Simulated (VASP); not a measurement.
Here is a VASP 6.6.1 calculation.

File INCAR:

```
SYSTEM = Si3Ge2
PREC = Accurate ; ENCUT = 520
EDIFF = 1E-6 ; ISMEAR = 0
SIGMA = 0.1 ; LREAL = .FALSE.
LASPH = .TRUE. ; NELM = 80
ALGO = Normal ; ISIF = 2
LWAVE = .FALSE. ; LCHARG = .FALSE.
GGA = PE ; NBANDS = 51
```

Contents of KPOINTS:

```
Automatic mesh
0
G
  12 12 2
  0 0 0
```

The input POSCAR:

```
Si3Ge2
1.0
    3.0295140870      0.0000000000      0.0000000000
   -1.5147570435      2.6236361605      0.0000000000
    0.0000000000      0.0000000000     21.2252215448
Si Ge
6 4
Direct
    0.3333333333      0.6666666667      0.6618953997
    0.3333333333      0.6666666667      0.8381046003
    0.3333333333      0.6666666667      0.2500000000
    0.6666666667      0.3333333333      0.7500000000
    0.6666666667      0.3333333333      0.1618953997
    0.6666666667      0.3333333333      0.3381046003
    0.3333333333      0.6666666667      0.0600976049
    0.3333333333      0.6666666667      0.4399023951
    0.6666666667      0.3333333333      0.9399023951
    0.6666666667      0.3333333333      0.5600976049
```

Potentials or basis: VASP PAW PBE potentials, release 64 (Si, Ge_d).

The run is started by

```bash
$ cat potpaw_PBE.64/Si/POTCAR potpaw_PBE.64/Ge_d/POTCAR > POTCAR
$ mpirun -np 1 vasp_std > vasp.out
```

(1) Estimate the largest force.

(2) What does it give for the band gap on the k mesh?

Results:

(1) 0.005 eV/Å.

(2) zero (bands 40 and 41 overlap by 8.19 eV).
